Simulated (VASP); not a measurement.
Here is a VASP 6.6.1 calculation.

INCAR

```
SYSTEM = K3Li5Cl8
PREC = Accurate
ENCUT = 520
EDIFF = 1E-7
ISMEAR = -1
SIGMA = 0.0552
LREAL = Auto
LASPH = .TRUE.
NELM = 100
ALGO = Normal
ISIF = 2
LWAVE = .FALSE.
LCHARG = .FALSE.
GGA = PE
ISYM = 0
NBANDS = 63
```

KPOINTS

```
regular mesh
0
G
  1 1 1
  0 0 0
```

File POSCAR:

```
K3Li5Cl8
1.0
    7.2786070000      0.1333350000      0.0943410000
    0.1333350000      7.6899040000     -0.1216970000
    0.0943410000     -0.1216970000      7.1404950000
Li Cl K
5 8 3
Direct
    0.2421044000      0.1455850456     -0.0802976695
    0.7866154275      0.5304728821      0.1486717479
    0.9980815765      0.2409634382      0.4939802512
    0.4619433323      0.3819865831      0.5241819265
    0.6977772378      0.1080327690      0.9654038357
    0.5230703206      0.3794317015      0.9128075466
    0.9981641293      0.3702719725     -0.0421198830
    0.7627026126      0.4551399939      0.4628775799
    0.3101272750      0.6436468208      0.5414273338
    0.2684960189      0.2189180858      0.3511999506
    0.3562602141      0.8898776495      0.9291408362
    0.8243446072      0.8176963073      0.1389113350
    0.8279221731      0.0586491285      0.6790567625
    0.2591001556      0.5966954898      0.1396678078
    0.5111098580      0.9247311581      0.3975173139
   -0.0058496001      0.7186998786      0.7590664900
```

Potentials or basis: VASP PAW PBE potentials, release 64 (Li_sv, Cl, K_sv).

Launch:

```console
$ cat potpaw_PBE.64/Li_sv/POTCAR potpaw_PBE.64/Cl/POTCAR potpaw_PBE.64/K_sv/POTCAR > POTCAR
$ mpirun -np 1 vasp_gam > vasp.out
```

Question: Estimate the band gap on the k mesh.

Answer: 4.64 eV.

Question: Predict the largest force.

Answer: 1.001 eV/Å.

Forces on the atoms (eV/Å):
```
Li  -0.178  0.935  0.311
Li  -0.197 -0.340 -0.045
Li  -0.585  0.094  0.252
Li   0.227  0.317  0.468
Li  -0.042  0.063 -0.184
Cl  -0.059 -0.580  0.021
Cl   0.190 -0.338  0.099
Cl   0.192 -0.004 -0.443
Cl   0.152 -0.150 -0.304
Cl   0.049 -0.055 -0.083
Cl   0.324  0.253  0.027
Cl   0.039  0.410  0.018
Cl   0.048 -0.227 -0.512
K   -0.153 -0.193  0.207
K    0.452 -0.105  0.277
K   -0.459 -0.081 -0.108
```

Caveat: the k points lie up to 0.88 Å⁻¹ apart.
